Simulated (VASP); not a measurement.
Here is a VASP 6.6.1 calculation.

File INCAR:

```
SYSTEM = SrMg
PREC = Accurate
ENCUT = 520
EDIFF = 1E-7
ISMEAR = 0
SIGMA = 0.15
LREAL = .FALSE.
LASPH = .TRUE.
NELM = 60
ALGO = Fast
ISIF = 2
LWAVE = .FALSE.
LCHARG = .FALSE.
NBANDS = 13
```

File KPOINTS:

```
Automatic mesh
0
G
  14 14 14
  0 0 0
```

Contents of POSCAR:

```
SrMg
1.0
    4.2367522893      0.0000000000      0.0000000000
    0.0000000000      4.2367522893      0.0000000000
    0.0000000000      0.0000000000      3.3046667857
Sr Mg
1 1
Direct
    0.5000000000      0.5000000000      0.5000000000
    0.0000000000      0.0000000000      0.0000000000
```

Potentials or basis: VASP PAW LDA potentials, release 64 (Sr_sv, Mg).

Launch:

```sh
$ cat potpaw_LDA.64/Sr_sv/POTCAR potpaw_LDA.64/Mg/POTCAR > POTCAR
$ mpirun -np 1 vasp_std > vasp.out
```

Task: What does it give for the pressure?

Result: 3.3 GPa.

Task: Predict the band gap on the k mesh.

Result: Zero (band 6 reaches 3.56 eV, above the bottom of band 7 at 1.80 eV).

Stress tensor (GPa, compression positive):
```
1.15 0.00 0.00
0.00 1.15 0.00
0.00 0.00 7.48
```
